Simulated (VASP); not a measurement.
# Cs (P6_3/mmc) in VASP: relaxation of shape and atoms at fixed volume with r2SCAN

Aim: the relaxation of shape and atoms at fixed volume of Cs with r2SCAN.

All numbers are computed with VASP 6.6.1; they aren't measurements. Logs are shortened: lines on timing, memory, paths and dates and some standing lists are left out, and cuts for length are marked.

### 1 The cell of the first run

The structure is hexagonal, space group P6_3/mmc (No. 194). Conventional cell: a = 5.675 Å, b = 5.675 Å, c = 18.885 Å, α = 90.00°, β = 90.00°, γ = 120.00°.

This isn't the form of Cs at room conditions, which is bcc.

### 2 Relaxation of shape and atoms at fixed volume, r2SCAN (131.68 Å³/atom)

The input, POSCAR:

```
Cs
1.0
    5.6750717457      0.0000000000      0.0000000000
   -2.8375358729      4.9147563001      0.0000000000
    0.0000000000      0.0000000000     18.8848355348
Cs
4
Direct
    0.0000000000      0.0000000000      0.0000000000
    0.3333333333      0.6666666667      0.2500000000
    0.0000000000      0.0000000000      0.5000000000
    0.6666666667      0.3333333333      0.7500000000
```

The input, INCAR.step1:

```
SYSTEM = Cs
  ALGO = Normal
  EDIFF = 1E-5
  EDIFFG = -0.005
  ENCUT = 550
  GGA = PE
  GGA_COMPAT = .False.
  IBRION = 2
  ISIF = 3
  ISMEAR = 0
  KPAR = 4
  LASPH = .True.
  LCHARG = .False.
  LREAL = .False.
  LWAVE = .True.
  NELM = 120
  NELMIN = 4
  NSW = 100
  PREC = Accurate
  SIGMA = 0.1
```

The input, INCAR.step2:

```
SYSTEM = Cs
  ALGO = Normal
  EDIFF = 1E-7
  EDIFFG = -0.01
  ENCUT = 550
  GGA_COMPAT = .False.
  IBRION = 2
  ISIF = 4
  ISMEAR = 0
  ISTART = 1
  KPAR = 4
  LASPH = .True.
  LCHARG = .False.
  LMIXTAU = .True.
  LREAL = .False.
  LWAVE = .False.
  METAGGA = R2SCAN
  NELM = 120
  NELMIN = 4
  NSW = 50
  PREC = Accurate
  SIGMA = 0.1
```

The input, KPOINTS:

```
k-points
0
Gamma
  9 9 4
  0 0 0
```

Potentials or basis: VASP PAW PBE potentials, release 64 (Cs_sv).

Started as:

```
> cat potpaw_PBE.64/Cs_sv/POTCAR > POTCAR
> cp INCAR.step1 INCAR
> mpirun -np 4 vasp_std > vasp.out
> cp INCAR.step2 INCAR
> mpirun -np 4 vasp_std > vasp.out
```

OUTCAR:

```text
SYSTEM = Cs
   EDIFF = 1E-7
   EDIFFG = -0.01
   ENCUT = 550
   IBRION = 2
   ISIF = 4
   ISMEAR = 0
   ISTART = 1
   LASPH = .True.
   LREAL = .False.
   METAGGA = R2SCAN
   NELM = 120
   NELMIN = 4
   NSW = 50
   PREC = Accurate

 ion  position               nearest neighbor table
   1  0.000  0.000  0.000-
   2  0.333  0.667  0.250-
   3  0.000  0.000  0.500-
   4  0.667  0.333  0.750-

  LATTYP: Found a hexagonal cell.
 ALAT       =     5.6750717457
 C/A-ratio  =     3.3276822534

  Lattice vectors:

 A1 = (   5.6750717457,   0.0000000000,   0.0000000000)
 A2 = (  -2.8375358729,   4.9147563001,   0.0000000000)
 A3 = (   0.0000000000,   0.0000000000,  18.8848355348)

Analysis of symmetry for initial positions (statically):
=====================================================================
 Subroutine PRICEL returns:
 Original cell was already a primitive cell.

 Routine SETGRP: Setting up the symmetry group for a
 hexagonal supercell.

 Subroutine GETGRP returns: Found 24 space group operations
 (whereof 12 operations were pure point group operations)
 out of a pool of 24 trial point group operations.

The static configuration has the point symmetry D_3d.
 The point group associated with its full space group is D_6h.

Analysis of symmetry for dynamics (positions and initial velocities):
=====================================================================
 Subroutine PRICEL returns:
 Original cell was already a primitive cell.

 Routine SETGRP: Setting up the symmetry group for a
 hexagonal supercell.

 Subroutine GETGRP returns: Found 24 space group operations
 (whereof 12 operations were pure point group operations)
 out of a pool of 24 trial point group operations.

The dynamic configuration has the point symmetry D_3d.
 The point group associated with its full space group is D_6h.

 Subroutine INISYM returns: Found 24 space group operations
 (whereof 12 operations are pure point group operations),
 and found     1 'primitive' translations

----------------------------------------------------------------------------------------

                                     Primitive cell

  volume of cell :     526.7282

  direct lattice vectors                    reciprocal lattice vectors
     5.675071746  0.000000000  0.000000000     0.176209226  0.101734444  0.000000000
    -2.837535873  4.914756300  0.000000000     0.000000000  0.203468888  0.000000000
     0.000000000  0.000000000 18.884835535     0.000000000  0.000000000  0.052952540

  length of vectors
     5.675071746  5.675071746 18.884835535     0.203468888  0.203468888  0.052952540

  position of ions in fractional coordinates (direct lattice)
     0.000000000  0.000000000  0.000000000
     0.333333333  0.666666667  0.250000000
     0.000000000  0.000000000  0.500000000
     0.666666667  0.333333333  0.750000000

  ion indices of the primitive-cell ions
   primitive index   ion index
                 1           1
                 2           2
                 3           3
                 4           4

----------------------------------------------------------------------------------------

 KPOINTS: k-points

Automatic generation of k-mesh.
 Grid dimensions read from file:
 generate k-points for:    9    9    4

 Generating k-lattice:

  Cartesian coordinates                     Fractional coordinates (reciprocal lattice)
     0.019578803  0.011303827  0.000000000     0.111111111  0.000000000  0.000000000
     0.000000000  0.022607654  0.000000000     0.000000000  0.111111111  0.000000000
     0.000000000  0.000000000  0.013238135     0.000000000  0.000000000  0.250000000

  Length of vectors
     0.022607654  0.022607654  0.013238135

  Shift w.r.t. Gamma in fractional coordinates (k-lattice)
     0.000000000  0.000000000  0.000000000

 Subroutine IBZKPT returns following result:
 ===========================================

 Found     36 irreducible k-points:

 Following reciprocal coordinates:
            Coordinates               Weight
  0.000000  0.000000  0.000000      1.000000
  0.111111  0.000000  0.000000      6.000000
  0.222222  0.000000  0.000000      6.000000
  0.333333  0.000000  0.000000      6.000000
  0.444444  0.000000  0.000000      6.000000
  0.111111  0.111111  0.000000      6.000000
[... 16 lines left out ...]
  0.333333  0.222222  0.250000     24.000000
  0.333333  0.333333  0.250000      4.000000
 [... further k-points ...]
   k-points           NKPTS =     36   k-points in BZ     NKDIM =     36   number of bands    NBANDS=     22
   number of dos      NEDOS =    301   number of ions     NIONS =      4
   total plane-waves  NPLWV = 331776
   dimension x,y,z NGX =    48 NGY =   48 NGZ =  144
   dimension x,y,z NGXF=    96 NGYF=   96 NGZF=  288
   ions per type =               4
   NGX,Y,Z   is equivalent  to a cutoff of  14.06, 14.06, 12.68 a.u.
   NGXF,Y,Z  is equivalent  to a cutoff of  28.12, 28.12, 25.35 a.u.
 SYSTEM =  Cs
   PREC   = accura    normal or accurate (medium, high low for compatibility)
   ISTART =      1    job   : 0-new  1-cont  2-samecut
   ICHARG =      0    charge: 1-file 2-atom 10-const
   ISPIN  =      1    spin polarized calculation?
   LNONCOLLINEAR =      F non collinear calculations
   LSORBIT =      F    spin-orbit coupling
   LASPH  =      T    aspherical Exc in radial PAW
   ENCUT  =  550.0 eV  40.42 Ry    6.36 a.u.  10.85 10.85 36.11*2*pi/ulx,y,z
   NELM   =    120;   NELMIN=  4; NELMDL=  0     # of ELM steps
   EDIFF  = 0.1E-06   stopping-criterion for ELM
   LREAL  =      F    real-space projection
   EDIFFG = -.1E-01   stopping-criterion for IOM
   NSW    =     50    number of steps for IOM
   IBRION =      2    ionic relax: 0-MD 1-quasi-New 2-CG
   NFREE  =      1    steps in history (QN), initial steepest desc. (CG)
   ISIF   =      4    stress and relaxation
   ISYM   =      2    0-nonsym 1-usesym 2-fastsym
   POTIM  = 0.5000    time-step for ionic-motion
   TEBEG  =    0.0;   TEEND  =   0.0 temperature during run
   PSTRESS=    0.0 pullay stress
   NELECT =      36.0000    total number of electrons
   NUPDOWN=      -1.0000    fix difference up-down
   EMIN   =  10.00;   EMAX   =-10.00  energy-range for DOS
   EFERMI =   0.00;   METHOD = LEGACY
   ISMEAR =     0;   SIGMA  =   0.10  broadening in eV -4-tet -1-fermi 0-gaus
   EFERMI_NEDOS =   21; number of points for ismear=-14 and -15
   IALGO  =     38    algorithm
   IMIX   =      4    mixing-type and parameters
     AMIX     =   0.40;   BMIX     =  1.00
     AMIX_MAG =   1.60;   BMIX_MAG =  1.00
  volume/ion in A,a.u.               =     131.68       888.63
  Fermi-wavevector in a.u.,A,eV,Ry     =   0.669340  1.264869  6.095629  0.448016
  Thomas-Fermi vector in A             =   1.744525
   LORBIT       =      0    0 simple, 1 ext, 2 COOP (PROOUT), +10 PAW based schemes
   METAGGA = R2SCAN    functional components
   LHFCALC =     F    Hartree Fock is set to
   AEXX    =    0.0000 exact exchange contribution
   IVDW    =     0    specifies the selected vdW correction
   LEPSILON=     F    determine dielectric tensor
   LRPA    =     F    only Hartree local field effects (RPA)
 conjugate gradient relaxation of ions
 non-spin polarized calculation
 Gauss-broadening in eV      SIGMA  =   0.10
  energy-cutoff  :      550.00
  volume of cell :      526.73
 maximum number of plane-waves:     15477
 NGX is ok and might be reduce to    48
   NGX = 21   NGY = 21   NGZ = 73

--------------------------------------- Ionic step        1  -------------------------------------------

 number of electron      35.9999992 magnetization

 Free energy of the ion-electron system (eV)
  ---------------------------------------------------
  ext. energy  EPLUGINS =         0.00000000
  ---------------------------------------------------
  free energy    TOTEN  =      -100.07269780 eV

  energy without entropy =     -100.05336676  energy(sigma->0) =     -100.06303228

------------------------ aborting loop because EDIFF is reached ----------------------------------------

  FORCE on cell =-STRESS in cart. coord.  units (eV):
  Direction    XX          YY          ZZ          XY          YZ          ZX
  --------------------------------------------------------------------------------------
  -------------------------------------------------------------------------------------
  Total       -0.3095702     -0.3095702     -0.3726818      0.0000000     -0.0000000     -0.0000000
  in kB       -0.9416363     -0.9416363     -1.1336062      0.0000000     -0.0000000     -0.0000000
  external PRESSURE =      -1.0056263 kB  Pullay stress =       0.0000000 kB

 VOLUME and BASIS-vectors are now :
 -----------------------------------------------------------------------------
  energy-cutoff  :      550.00
  volume of cell :      526.73
      direct lattice vectors                 reciprocal lattice vectors
     5.675071746  0.000000000  0.000000000     0.176209226  0.101734444  0.000000000
    -2.837535873  4.914756300  0.000000000     0.000000000  0.203468888  0.000000000
     0.000000000  0.000000000 18.884835535     0.000000000  0.000000000  0.052952540

 POSITION                                       TOTAL-FORCE (eV/Angst)
 -----------------------------------------------------------------------------------
      0.00000      0.00000      0.00000         0.000000      0.000000      0.000000
     -0.00000      3.27650      4.72121         0.000000      0.000000     -0.000000
      0.00000      0.00000      9.44242         0.000000      0.000000      0.000000
      2.83754      1.63825     14.16363        -0.000000      0.000000     -0.000000
 -----------------------------------------------------------------------------------
    total drift:                                0.000000     -0.000000     -0.000000

  FREE ENERGIE OF THE ION-ELECTRON SYSTEM (eV)
  ---------------------------------------------------
  free  energy   TOTEN  =      -100.0726978010 eV

  energy  without entropy=     -100.0533667558  energy(sigma->0) =     -100.06303228

--------------------------------------- Ionic step        2  -------------------------------------------

 number of electron      35.9999992 magnetization

 Free energy of the ion-electron system (eV)
  ---------------------------------------------------
  ext. energy  EPLUGINS =         0.00000000
  ---------------------------------------------------
  free energy    TOTEN  =      -100.07272930 eV

  energy without entropy =     -100.05336431  energy(sigma->0) =     -100.06304680

 E-fermi :   0.2417     XC(G=0):  -5.3003

 val. band max:        0.2323314143   @ k =   0.3333   0.1111   0.0000
 cond. band min:       0.2458133255   @ k =   0.4444   0.0000   0.2500
 fundamental gap:      0.0134819112
 Fermi energy:         0.2417078826

 k-point     1 :       0.0000    0.0000    0.0000
  band No.  band energies     occupation
      1     -24.6499      2.00000
      2     -24.6486      2.00000
      3     -24.6480      2.00000
      4     -24.6466      2.00000
      5     -11.1157      2.00000
      6     -11.0748      2.00000
[... 14 lines left out ...]
     21       0.7373      0.00000
     22       1.9116      0.00000

 k-point     2 :       0.1111    0.0000    0.0000
  band No.  band energies     occupation
      1     -24.6495      2.00000
      2     -24.6483      2.00000
      3     -24.6477      2.00000
      4     -24.6464      2.00000
      5     -11.1122      2.00000
      6     -11.0756      2.00000
[... 14 lines left out ...]
     21       0.7546      0.00000
     22       1.9025      0.00000
[... 523 lines left out ...]
     21       1.0372      0.00000
     22       1.1513      0.00000

 k-point    24 :       0.3333    0.3333    0.2500
  band No.  band energies     occupation
      1     -24.6457      2.00000
      2     -24.6457      2.00000
      3     -24.6451      2.00000
      4     -24.6451      2.00000
      5     -11.0990      2.00000
      6     -11.0978      2.00000
[... 14 lines left out ...]
     21       0.9787      0.00000
     22       1.0739      0.00000

 [... further k-points ...]
[... 5 lines left out ...]
  --------------------------------------------------------------------------------------
  -------------------------------------------------------------------------------------
  Total       -0.3100288     -0.3100288     -0.3660777      0.0000000      0.0000000      0.0000000
  in kB       -0.9430313     -0.9430313     -1.1135181      0.0000000      0.0000000      0.0000000
  external PRESSURE =      -0.9998602 kB  Pullay stress =       0.0000000 kB

 VOLUME and BASIS-vectors are now :
 -----------------------------------------------------------------------------
  energy-cutoff  :      550.00
  volume of cell :      526.73
      direct lattice vectors                 reciprocal lattice vectors
     5.676512004  0.000000000 -0.000000000     0.176164518  0.101708632 -0.000000000
    -2.838256002  4.916003601 -0.000000000    -0.000000000  0.203417264  0.000000000
     0.000000000 -0.000000000 18.875253736     0.000000000  0.000000000  0.052979420

 POSITION                                       TOTAL-FORCE (eV/Angst)
 -----------------------------------------------------------------------------------
      0.00000      0.00000      0.00000         0.000000     -0.000000      0.000000
     -0.00000      3.27734      4.71881         0.000000     -0.000000     -0.000000
      0.00000     -0.00000      9.43763        -0.000000     -0.000000      0.000000
      2.83826      1.63867     14.15644        -0.000000      0.000000      0.000000
 -----------------------------------------------------------------------------------
    total drift:                                0.000000     -0.000000     -0.000000

  FREE ENERGIE OF THE ION-ELECTRON SYSTEM (eV)
  ---------------------------------------------------
  free  energy   TOTEN  =      -100.0727292963 eV

  energy  without entropy=     -100.0533643119  energy(sigma->0) =     -100.06304680

 reached required accuracy - stopping structural energy minimisation
```

Wall time 28 min (4 MPI ranks of AMD EPYC 9R45 (Zen 5), shared host); peak memory 1.1 GiB.

Results:

* Free energy: -100.0727 eV
* Energy gained by relaxing: 0.0 meV/atom
* Ionic steps: 2
* Pressure after relaxing: -0.1 GPa
* Band gap on the k mesh: zero (bands 18 and 19 overlap by 1.73 eV)

Final structure:
```xyz
4
Lattice="5.6765 0.0000 0.0000 -2.8383 4.9160 0.0000 0.0000 0.0000 18.8753" Properties=species:S:1:pos:R:3 pbc="T T T"
Cs    0.0000    0.0000    0.0000
Cs    0.0000    3.2773    4.7188
Cs    0.0000    0.0000    9.4376
Cs    2.8383    1.6387   14.1564
```

Caveat: the PAW data sets were made with another functional, which shifts forces and pressure a little; spin-orbit coupling is left out, which moves the levels of the heavy elements.
